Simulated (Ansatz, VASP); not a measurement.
# Two plane-wave programs on SiC

Contents of POSCAR:

```
SiC
1.0
    0.0000000000      2.2609600000      2.3479200000
    2.2609600000      0.0000000000      2.3479200000
    2.2609600000      2.2609600000      0.0000000000
Si C
1 1
Direct
    0.0000000000      0.0000000000      0.0000000000
    0.7500000000      0.7500000000      0.7500000000
```

INCAR.step1

```
SYSTEM = SiC
PREC     = Accurate       ! precision mode
ENCUT    = 520            ! plane-wave cutoff, eV
ISMEAR   = 0              ! smearing method
SIGMA    = 0.05           ! smearing width, eV
LREAL    = .FALSE.        ! projectors in reciprocal space
LASPH    = .TRUE.         ! aspherical terms in the spheres
NELM     = 60             ! most SCF steps
NBANDS   = 11             ! bands
GGA      = PE             ! functional
ALGO     = Normal         ! electronic algorithm
EDIFF    = 1E-4           ! SCF threshold, eV
LWAVE    = .TRUE.         ! write WAVECAR
LCHARG   = .FALSE.        ! write CHGCAR
```

File INCAR.step2:

```
SYSTEM = SiC
PREC     = Accurate       ! precision mode
ENCUT    = 520            ! plane-wave cutoff, eV
EDIFF    = 1E-6           ! SCF threshold, eV
ISMEAR   = 0              ! smearing method
SIGMA    = 0.05           ! smearing width, eV
LREAL    = .FALSE.        ! projectors in reciprocal space
LASPH    = .TRUE.         ! aspherical terms in the spheres
NELM     = 60             ! most SCF steps
ALGO     = Normal         ! electronic algorithm
ISIF     = 2              ! what is computed and relaxed
LWAVE    = .FALSE.        ! write WAVECAR
LCHARG   = .FALSE.        ! write CHGCAR
METAGGA  = R2SCAN         ! meta-GGA
LMIXTAU  = .TRUE.       
NBANDS   = 11             ! bands
ISTART   = 1
```

KPOINTS

```
regular mesh
0
G
  12 12 12
  0 0 0
```

Input for Ansatz:

```yaml
crystal:
  lattice:
    - [0.0, 2.26096, 2.34792]
    - [2.26096, 0.0, 2.34792]
    - [2.26096, 2.26096, 0.0]
  atoms:
    - { symbol: Si, position: [0.0, 0.0, 0.0] }
    - { symbol: C, position: [0.75, 0.75, 0.75] }
basis:
  ecutwfc: 500
kpoints:
  mp_grid: { grid: [12, 12, 12] }
hamiltonian:
  xc: r2scan
scf:
  occupations: { method: gaussian, width: 0.05 }
output:
  forces: true
  stress: true
  eigenvalues: true
  write_density: true
  write_potential: true
  elf: true
  volumetric_format: npy
```

Change from the starting cell: strain +0.040 along x and y, +0.080 along z, atoms carried along.

Alike in both runs: task single point; functional r2SCAN; k mesh 12 × 12 × 12; occupations gaussian, width 0.05 eV; no spin polarisation.

|  | VASP | Ansatz |
| --- | --- | --- |
| version | VASP 6.6.1 | Ansatz 0.2.0 |
| potentials or method | VASP PAW PBE potentials, release 64 (Si, C), cutoff 520 eV | scalar-relativistic, plane waves, PAW |
| valence electrons in the cell | 8 | 8 |

|  | VASP | Ansatz | Ansatz less VASP |
| --- | --- | --- | --- |
| gap on the k mesh at the Fermi level (eV) | 1.61 | 1.60 | -0.007 |
| least direct gap on the mesh (eV) | 4.82 | 4.80 | -0.010 |
| pressure (GPa) | -25.4 | -25.3 | +0.08 |
| traceless stress, the component that is largest in VASP (GPa) | -7.03 | -7.01 | +0.019 |

VASP's potentials were made for PBE, not for r2SCAN. The functional is the same, so the differences come from potentials, cutoffs and numerics.
